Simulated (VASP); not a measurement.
Set up this calculation in VASP 6.6.1, as the native input.

```
Task                   : single point
Functional             : LDA
Potentials or basis    : VASP PAW LDA potentials, release 64 (Rh_pv)
Cutoff                 : 520 eV
k mesh                 : 18 × 18 × 6
Occupations            : gaussian, width 0.1 eV
Spin                   : no spin polarisation
Dipole correction      : no
Further INCAR settings : ALGO = Fast; EDIFF = 1e-07; NBANDS = 38
```

The structure of Rh lies in POSCAR:

```
Rh
1.0
    2.6569166429      0.0000000000      0.0000000000
   -1.3284583215      2.3009573085      0.0000000000
    0.0000000000      0.0000000000      8.6659470041
Rh
4
Direct
    0.0000000000      0.0000000000      0.0000000000
    0.3333333333      0.6666666667      0.2500000000
    0.0000000000      0.0000000000      0.5000000000
    0.6666666667      0.3333333333      0.7500000000
```

This isn't the form of Rh at room conditions, which is fcc.

These files were run (other wordings do the same):

INCAR

```
ALGO = Fast
EDIFF = 1E-7
ENCUT = 520
ISIF = 2
ISMEAR = 0
LASPH = T
LCHARG = F
LREAL = F
LWAVE = F
NBANDS = 38
NELM = 80
PREC = Accurate
SIGMA = 0.1
```

KPOINTS

```
k-points
0
Gamma
  18 18 6
```

Potentials or basis: VASP PAW LDA potentials, release 64 (Rh_pv).

Run with:

```sh
$ cat potpaw_LDA.64/Rh_pv/POTCAR > POTCAR
$ mpirun -np 1 vasp_std > vasp.out
```

Results of the run:

The pressure is 0.9 GPa and the band gap on the k mesh is zero (bands 30 and 31 overlap by 2.14 eV).

Run time: 8.3 min on 1 thread of AMD EPYC 7R13, with other jobs on the host, peak memory 0.27 GiB.
